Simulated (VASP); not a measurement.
# LaCoPO (P4/nmm) in VASP: further runs

Runs on LaCoPO. Level: PBE. Tasks: single point.

All numbers are computed with VASP 6.6.1; they aren't measurements. Logs are shortened: lines on timing, memory, paths and dates and some standing lists are left out, and cuts for length are marked.

## Step 1: The cell of the first run

The structure is tetragonal, space group P4/nmm (No. 129). The conventional cell has a = 3.991 Å, b = 3.991 Å, c = 8.265 Å, α = 90.00°, β = 90.00°, γ = 90.00°. La (site symmetry 4mm) has 4 O at 2.36 Å within 3.1 Å. Co (site symmetry -4m2) has 4 P at 2.22 Å and 4 Co at 2.82 Å within 2.9 Å. Within 2.9 Å of P (site symmetry 4mm) lie 4 Co at 2.22 Å. O (site symmetry -4m2) has 4 La at 2.36 Å and 4 O at 2.82 Å within 3.1 Å.

## Step 2: Single point, PBE, collinear spin, zero start

File INCAR:

```
PREC     = Accurate       # precision mode
ENCUT    = 520            # plane-wave cutoff, eV
EDIFF    = 1E-6           # SCF threshold, eV
ISMEAR   = -1             # smearing method
SIGMA    = 0.1            # smearing width, eV
LREAL    = False          # projectors in reciprocal space
LASPH    = True           # aspherical terms in the spheres
NELM     = 150            # most SCF steps
ALGO     = Normal         # electronic algorithm
ISIF     = 2              # what is computed and relaxed
LWAVE    = False          # write WAVECAR
LCHARG   = True           # write CHGCAR
ISPIN    = 2              # spin polarisation
MAGMOM   = 0 0 0 0 0 0 0 0 # initial moments
LORBIT   = 11             # projections on sites
NUPDOWN  = 0.0            # fixed moment
LMAXMIX  = 6              # l up to which the mixer works
GGA      = PE             # functional
LELF     = True           # ELF
LVHAR    = True         
NBANDS   = 45             # bands
```

File KPOINTS:

```
regular mesh
0
Gamma
  6 6 3
```

File POSCAR:

```
LaCoPO
1.0
    3.9912560000      0.0000000000      0.0000000000
    0.0000000000      3.9912560000      0.0000000000
    0.0000000000      0.0000000000      8.2649260000
La Co P O
2 2 2 2
Direct
    0.0000000000      0.5000000000      0.8468680000
    0.5000000000      0.0000000000      0.1531320000
    0.5000000000      0.5000000000      0.5000000000
    0.0000000000      0.0000000000      0.5000000000
    0.5000000000      0.0000000000      0.6183690000
    0.0000000000      0.5000000000      0.3816310000
    0.0000000000      0.0000000000      0.0000000000
    0.5000000000      0.5000000000      0.0000000000
```

Potentials or basis: VASP PAW PBE potentials, release 64 (La, Co, P, O).

Run with:

```console
cat potpaw_PBE.64/La/POTCAR potpaw_PBE.64/Co/POTCAR potpaw_PBE.64/P/POTCAR potpaw_PBE.64/O/POTCAR > POTCAR
mpirun -np 1 vasp_std > vasp.out
```

OUTCAR:

```text
PREC = Accurate
   ENCUT = 520
   EDIFF = 1E-6
   ISMEAR = -1
   LREAL = False
   LASPH = True
   NELM = 150
   ISIF = 2
   ISPIN = 2
   LORBIT = 11
   NUPDOWN = 0.0
   GGA = PE

 ion  position               nearest neighbor table
   1  0.000  0.500  0.847-   7 2.36   8 2.36   7 2.36   8 2.36
   2  0.500  0.000  0.153-   7 2.36   8 2.36   8 2.36   7 2.36
   3  0.500  0.500  0.500-   5 2.22   6 2.22   5 2.22   6 2.22   4 2.82   4 2.82   4 2.82   4 2.82

   4  0.000  0.000  0.500-   5 2.22   6 2.22   6 2.22   5 2.22   3 2.82   3 2.82   3 2.82   3 2.82

   5  0.500  0.000  0.618-   3 2.22   4 2.22   3 2.22   4 2.22
   6  0.000  0.500  0.382-   3 2.22   4 2.22   4 2.22   3 2.22
   7  0.000  0.000  0.000-   1 2.36   2 2.36   1 2.36   2 2.36
   8  0.500  0.500  0.000-   1 2.36   2 2.36   2 2.36   1 2.36

  LATTYP: Found a simple tetragonal cell.
 ALAT       =     3.9912560000
 C/A-ratio  =     2.0707581774

  Lattice vectors:

 A1 = (   3.9912560000,   0.0000000000,   0.0000000000)
 A2 = (   0.0000000000,   3.9912560000,   0.0000000000)
 A3 = (   0.0000000000,   0.0000000000,   8.2649260000)

Analysis of symmetry for initial positions (statically):
=====================================================================
 Subroutine PRICEL returns:
 Original cell was already a primitive cell.

 Routine SETGRP: Setting up the symmetry group for a
 simple tetragonal supercell.

 Subroutine GETGRP returns: Found 16 space group operations
 (whereof  8 operations were pure point group operations)
 out of a pool of 16 trial point group operations.

The static configuration has the point symmetry D_2d.
 The point group associated with its full space group is D_4h.

Analysis of symmetry for dynamics (positions and initial velocities):
=====================================================================
 Subroutine PRICEL returns:
 Original cell was already a primitive cell.

 Routine SETGRP: Setting up the symmetry group for a
 simple tetragonal supercell.

 Subroutine GETGRP returns: Found 16 space group operations
 (whereof  8 operations were pure point group operations)
 out of a pool of 16 trial point group operations.

The dynamic configuration has the point symmetry D_2d.
 The point group associated with its full space group is D_4h.

Analysis of structural, dynamic, and magnetic symmetry:
=====================================================================
 Subroutine PRICEL returns:
 Original cell was already a primitive cell.

 Routine SETGRP: Setting up the symmetry group for a
 simple tetragonal supercell.

 Subroutine GETGRP returns: Found 16 space group operations
 (whereof  8 operations were pure point group operations)
 out of a pool of 16 trial point group operations.

The overall configuration has the point symmetry D_2d.
 The point group associated with its full space group is D_4h.

 Subroutine INISYM returns: Found 16 space group operations
 (whereof  8 operations are pure point group operations),
 and found     1 'primitive' translations

----------------------------------------------------------------------------------------

                                     Primitive cell

  volume of cell :     131.6613

  direct lattice vectors                    reciprocal lattice vectors
     3.991256000  0.000000000  0.000000000     0.250547697  0.000000000  0.000000000
     0.000000000  3.991256000  0.000000000     0.000000000  0.250547697  0.000000000
     0.000000000  0.000000000  8.264926000     0.000000000  0.000000000  0.120993219

  length of vectors
     3.991256000  3.991256000  8.264926000     0.250547697  0.250547697  0.120993219

  position of ions in fractional coordinates (direct lattice)
     0.000000000  0.500000000  0.846868000
     0.500000000  0.000000000  0.153132000
     0.500000000  0.500000000  0.500000000
     0.000000000  0.000000000  0.500000000
     0.500000000  0.000000000  0.618369000
[... 66 lines left out ...]
   dimension x,y,z NGX =    30 NGY =   30 NGZ =   64
   dimension x,y,z NGXF=    60 NGYF=   60 NGZF=  128
   ions per type =               2   2   2   2
   NGX,Y,Z   is equivalent  to a cutoff of  12.50, 12.50, 12.87 a.u.
   NGXF,Y,Z  is equivalent  to a cutoff of  24.99, 24.99, 25.75 a.u.
 SYSTEM =  unknown system
   PREC   = accura    normal or accurate (medium, high low for compatibility)
   ISTART =      0    job   : 0-new  1-cont  2-samecut
   ICHARG =      2    charge: 1-file 2-atom 10-const
   ISPIN  =      2    spin polarized calculation?
   LNONCOLLINEAR =      F non collinear calculations
   LSORBIT =      F    spin-orbit coupling
   LASPH  =      T    aspherical Exc in radial PAW
   ENCUT  =  520.0 eV  38.22 Ry    6.18 a.u.   7.42  7.42 15.37*2*pi/ulx,y,z
   NELM   =    150;   NELMIN=  2; NELMDL= -5     # of ELM steps
   EDIFF  = 0.1E-05   stopping-criterion for ELM
   LREAL  =      F    real-space projection
   EDIFFG = 0.1E-04   stopping-criterion for IOM
   NSW    =      0    number of steps for IOM
   IBRION =     -1    ionic relax: 0-MD 1-quasi-New 2-CG
   NFREE  =      0    steps in history (QN), initial steepest desc. (CG)
   ISIF   =      2    stress and relaxation
   ISYM   =      2    0-nonsym 1-usesym 2-fastsym
   POTIM  = 0.5000    time-step for ionic-motion
   TEBEG  =    0.0;   TEEND  =   0.0 temperature during run
   PSTRESS=    0.0 pullay stress
   NELECT =      62.0000    total number of electrons
   NUPDOWN=       0.0000    fix difference up-down
   EMIN   =  10.00;   EMAX   =-10.00  energy-range for DOS
   EFERMI =   0.00;   METHOD = LEGACY
   ISMEAR =    -1;   SIGMA  =   0.10  broadening in eV -4-tet -1-fermi 0-gaus
   EFERMI_NEDOS =   21; number of points for ismear=-14 and -15
   IALGO  =     38    algorithm
   IMIX   =      4    mixing-type and parameters
     AMIX     =   0.40;   BMIX     =  1.00
     AMIX_MAG =   1.60;   BMIX_MAG =  1.00
  volume/ion in A,a.u.               =      16.46       111.06
  Fermi-wavevector in a.u.,A,eV,Ry     =   1.273658  2.406864 22.071420  1.622204
  Thomas-Fermi vector in A             =   2.406469
   LORBIT       =     11    0 simple, 1 ext, 2 COOP (PROOUT), +10 PAW based schemes
   GGA     = PE    functional components
   LHFCALC =     F    Hartree Fock is set to
   AEXX    =    0.0000 exact exchange contribution
   IVDW    =     0    specifies the selected vdW correction
   LEPSILON=     F    determine dielectric tensor
   LRPA    =     F    only Hartree local field effects (RPA)
 spin polarized calculation
  energy-cutoff  :      520.00
  volume of cell :      131.66
 maximum number of plane-waves:      3571
 NGX is ok and might be reduce to    30
   NGX = 15   NGY = 15   NGZ = 31

 number of electron      61.9999980 magnetization       0.0000000

 number of electron      61.9999980 magnetization      -0.0000000

 Free energy of the ion-electron system (eV)
  ---------------------------------------------------
  ext. energy  EPLUGINS =         0.00000000
  ---------------------------------------------------
  free energy    TOTEN  =       -60.43441082 eV

  energy without entropy =      -60.28174435  energy(sigma->0) =      -60.35807758

 E-fermi :   8.4362     XC(G=0): -10.8619

 val. band max:        8.3942771341   @ k =   0.5000   0.3333   0.0000
 cond. band min:       8.4477640653   @ k =   0.3333   0.1667   0.0000
 fundamental gap:      0.0534869312
 Fermi energy:         8.4361773237

 spin component 1

 k-point     1 :       0.0000    0.0000    0.0000
  band No.  band energies     occupation
      1     -23.5512      1.00000
      2     -23.3350      1.00000
      3     -10.8818      1.00000
      4      -9.4430      1.00000
      5      -7.3953      1.00000
      6      -7.3953      1.00000
[... 909 lines left out ...]
     42      11.7081      0.00000
     43      11.7790      0.00000
 Fermi energy:         8.4361806581

 spin component 2

 k-point     1 :       0.0000    0.0000    0.0000
  band No.  band energies     occupation
      1     -23.5512      1.00000
      2     -23.3350      1.00000
      3     -10.8818      1.00000
      4      -9.4430      1.00000
      5      -7.3953      1.00000
      6      -7.3953      1.00000
[... 909 lines left out ...]
     42      11.7081      0.00000
     43      11.7791      0.00000
 [bands above 43 left out]

------------------------ aborting loop because EDIFF is reached ----------------------------------------

  FORCE on cell =-STRESS in cart. coord.  units (eV):
  Direction    XX          YY          ZZ          XY          YZ          ZX
  --------------------------------------------------------------------------------------
  -------------------------------------------------------------------------------------
  Total       -0.1929970     -0.1929970      1.5218972      0.0000000      0.0000000      0.0000000
  in kB       -2.3485668     -2.3485668     18.5198622      0.0000000      0.0000000      0.0000000
  external PRESSURE =       4.6075762 kB  Pullay stress =       0.0000000 kB

 VOLUME and BASIS-vectors are now :
 -----------------------------------------------------------------------------
  energy-cutoff  :      520.00
  volume of cell :      131.66
      direct lattice vectors                 reciprocal lattice vectors
     3.991256000  0.000000000  0.000000000     0.250547697  0.000000000  0.000000000
     0.000000000  3.991256000  0.000000000     0.000000000  0.250547697  0.000000000
     0.000000000  0.000000000  8.264926000     0.000000000  0.000000000  0.120993219

 POSITION                                       TOTAL-FORCE (eV/Angst)
 -----------------------------------------------------------------------------------
      0.00000      1.99563      6.99930         0.000000     -0.000000      0.159755
      1.99563      0.00000      1.26562         0.000000      0.000000     -0.159755
      1.99563      1.99563      4.13246        -0.000000     -0.000000     -0.000000
      0.00000      0.00000      4.13246         0.000000      0.000000     -0.000000
      1.99563      0.00000      5.11077         0.000000     -0.000000      0.559163
      0.00000      1.99563      3.15415        -0.000000      0.000000     -0.559163
      0.00000      0.00000      0.00000         0.000000     -0.000000     -0.000000
      1.99563      1.99563      0.00000         0.000000      0.000000     -0.000000
 -----------------------------------------------------------------------------------
    total drift:                                0.000000      0.000000      0.000000

  FREE ENERGIE OF THE ION-ELECTRON SYSTEM (eV)
  ---------------------------------------------------
  free  energy   TOTEN  =       -60.4344108219 eV

  energy  without entropy=      -60.2817443465  energy(sigma->0) =      -60.35807758

 total charge

# of ion       s       p       d       f       tot
--------------------------------------------------
    1        2.019   5.681   0.673   0.240   8.613
    2        2.019   5.681   0.673   0.240   8.613
    3        0.448   0.518   7.501   0.000   8.468
    4        0.448   0.518   7.501   0.000   8.468
    5        1.030   1.462   0.000   0.000   2.492
    6        1.030   1.462   0.000   0.000   2.492
    7        1.571   3.469   0.000   0.000   5.040
    8        1.571   3.469   0.000   0.000   5.040
--------------------------------------------------
tot         10.137  22.260  16.349   0.481  49.227

 magnetization (x)

# of ion       s       p       d       f       tot
--------------------------------------------------
    1        0.000  -0.000  -0.000   0.000   0.000
    2        0.000  -0.000  -0.000   0.000   0.000
    3        0.000  -0.000  -0.000   0.000  -0.000
    4        0.000  -0.000  -0.000   0.000  -0.000
    5        0.000   0.000   0.000   0.000   0.000
    6        0.000   0.000   0.000   0.000   0.000
    7       -0.000   0.000   0.000   0.000  -0.000
    8       -0.000   0.000   0.000   0.000  -0.000
--------------------------------------------------
tot          0.000   0.000  -0.000   0.000   0.000
```

Run time: 7 min. Hardware: 1 thread of Intel Xeon Platinum 8259CL at 2.50GHz (Skylake/Cascade Lake), shared host; peak memory 0.41 GiB.

Results:

| Quantity | Value |
| --- | --- |
| Free energy | -60.4344 eV |
| Pressure | 0.5 GPa |
| Largest force | 0.559 eV/Å |
| Net moment | 0.00 μB per cell |
| Valence electrons inside the program's atomic spheres | La 8.61; Co 8.47; P 2.49; O 5.04 |

Forces in eV/Å, atoms in the order of the input:
```
La   0.000  0.000  0.160
La   0.000  0.000 -0.160
Co   0.000  0.000  0.000
Co   0.000  0.000  0.000
P    0.000  0.000  0.559
P    0.000  0.000 -0.559
O    0.000  0.000  0.000
O    0.000  0.000  0.000
```

Stress tensor (GPa, compression positive):
```
-0.23  0.00  0.00
 0.00 -0.23  0.00
 0.00  0.00  1.85
```

Caveat: spin-orbit coupling is left out, which moves the levels of the heavy elements; the total moment is fixed, so each spin has its own Fermi level.

## Step 3: Single point, PBE, collinear spin, ferromagnetic start

File INCAR:

```
PREC = Accurate ; ENCUT = 520
EDIFF = 1E-7 ; ISMEAR = -1
SIGMA = 0.1 ; LREAL = False
LASPH = True ; NELM = 150
ALGO = Normal ; ISIF = 2
LWAVE = False ; LCHARG = True
ISPIN = 2 ; MAGMOM = 0 0 0.64 0.64 0.01 0.01 0 0
LORBIT = 11 ; NUPDOWN = 1.2
LMAXMIX = 6 ; GGA = PE
LELF = True ; LVHAR = True
NBANDS = 45
```

KPOINTS is that of step 2.

POSCAR is that of step 2.

Potentials or basis: VASP PAW PBE potentials, release 64 (La, Co, P, O).

Run with:

```console
cat potpaw_PBE.64/La/POTCAR potpaw_PBE.64/Co/POTCAR potpaw_PBE.64/P/POTCAR potpaw_PBE.64/O/POTCAR > POTCAR
mpirun -np 1 vasp_std > vasp.out
```

Wall time 8.4 min (1 thread of Intel Xeon Platinum 8259CL at 2.50GHz (Skylake/Cascade Lake), shared host); peak memory 0.41 GiB.

Results (log left out):

```yaml
Free_energy: -60.4627 eV
Pressure: 0.6 GPa
Largest_force: 0.645 eV/Å
Net_moment: 1.20 μB per cell
Site_moments: La +0.00; Co +0.58; P +0.01; O +0.00 μB
Valence_electrons_inside_the_program's_atomic_spheres: La 8.61; Co 8.46; P 2.50; O 5.04
```

Forces in eV/Å, atoms in the order of the input:
```
La   0.000  0.000  0.142
La   0.000  0.000 -0.142
Co   0.000  0.000  0.000
Co   0.000  0.000  0.000
P    0.000  0.000  0.645
P    0.000  0.000 -0.645
O    0.000  0.000  0.000
O    0.000  0.000  0.000
```

Stress tensor (GPa, compression positive):
```
-0.03  0.00  0.00
 0.00 -0.03  0.00
 0.00  0.00  1.86
```

Caveat: spin-orbit coupling is left out, which moves the levels of the heavy elements; the total moment is fixed, so each spin has its own Fermi level and the state may be an excited one.
